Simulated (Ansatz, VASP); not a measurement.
**Si: VASP beside Ansatz**

INCAR

```
SYSTEM = Si
ALGO = Normal ; EDIFF = 1E-8
ENCUT = 520 ; ISIF = 2
ISMEAR = -1 ; LASPH = .True.
LCHARG = .False. ; LEFG = .True.
LREAL = .False. ; LWAVE = .False.
NBANDS = 11 ; NELM = 100
PREC = Accurate ; SIGMA = 0.08
```

Contents of KPOINTS:

```
k-points
0
Gamma
  11 11 11
  0 0 0
```

POSCAR

```
Si
1.0
    0.0000000000      2.6883153000      2.7154700000
    2.6883153000      0.0000000000      2.7154700000
    2.6883153000      2.6883153000      0.0000000000
Si
2
Direct
    0.5000000000      0.5000000000      0.5000000000
    0.7500000000      0.7500000000      0.7500000000
```

Input for Ansatz:

```yaml
crystal:
  lattice:
    - [0.0, 2.6883153, 2.71547]
    - [2.6883153, 0.0, 2.71547]
    - [2.6883153, 2.6883153, 0.0]
  atoms:
    - { symbol: Si, position: [0.5, 0.5, 0.5] }
    - { symbol: Si, position: [0.75, 0.75, 0.75] }
kpoints:
  mp_grid: { grid: [11, 11, 11] }
scf:
  occupations: { method: fermi_dirac, width: 0.08 }
hamiltonian:
  xc: lda
  pseudopotentials: { kind: paw }
output:
  forces: true
  stress: true
  eigenvalues: true
  efg: { contact_densities: true }
```

Change from the starting cell: equal xx and yy strain of -1 %, PAW files.

Alike in both runs: task electric field gradients; functional LDA; k mesh 11 × 11 × 11; occupations fermi-dirac, width 0.08 eV; no spin polarisation.

|  | VASP | Ansatz |
| --- | --- | --- |
| version | VASP 6.6.1 | Ansatz 0.2.0 |
| potentials or method | VASP PAW LDA potentials, release 64 (Si) | PAW with Ansatz's default frozen-core files, scalar-relativistic |
| plane-wave cutoff (eV) | 520 | 420 |
| valence electrons in the cell | 8 | 8 |

|  | VASP | Ansatz | Ansatz less VASP |
| --- | --- | --- | --- |
| pressure (GPa) | 0.4 | 0.4 | -0.05 |
| traceless stress, the component that is largest in VASP (GPa) | -0.65 | -0.65 | 0.000 |

LDA's correlation is that of Perdew and Zunger in VASP and of Perdew and Wang (1992) in Ansatz.
